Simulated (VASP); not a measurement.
A run of VASP 6.6.1 is set up as follows.

File INCAR:

```
PREC = Accurate
ENCUT = 500
EDIFF = 1E-6
ISMEAR = 0
SIGMA = 0.1
LREAL = F
LASPH = T
NELM = 120
ALGO = Normal
ISIF = 2
LWAVE = F
LCHARG = F
GGA = PE
IVDW = 12
NBANDS = 11
GGA_COMPAT = F
```

KPOINTS

```
regular mesh
0
Gamma
  6 6 6
```

File POSCAR:

```
AlAs
1.0
    0.0000000000      2.8400000000      2.8400000000
    2.8400000000      0.0000000000      2.8400000000
    2.8400000000      2.8400000000      0.0000000000
Al As
1 1
Direct
    0.0000000000      0.0000000000      0.0000000000
    0.2500000000      0.2500000000      0.2500000000
```

Potentials or basis: VASP PAW PBE potentials, release 64 (Al, As).

The run is started by

```sh
$ cat potpaw_PBE.64/Al/POTCAR potpaw_PBE.64/As/POTCAR > POTCAR
$ mpirun -np 1 vasp_std > vasp.out
```

(1) Estimate the dispersion energy per atom.

(2) Predict the band gap on the k mesh.

(3) Estimate the pressure.

Answers

(1) -0.314 eV.

(2) 1.45 eV, indirect (least direct gap 1.98 eV).

(3) -0.4 GPa.
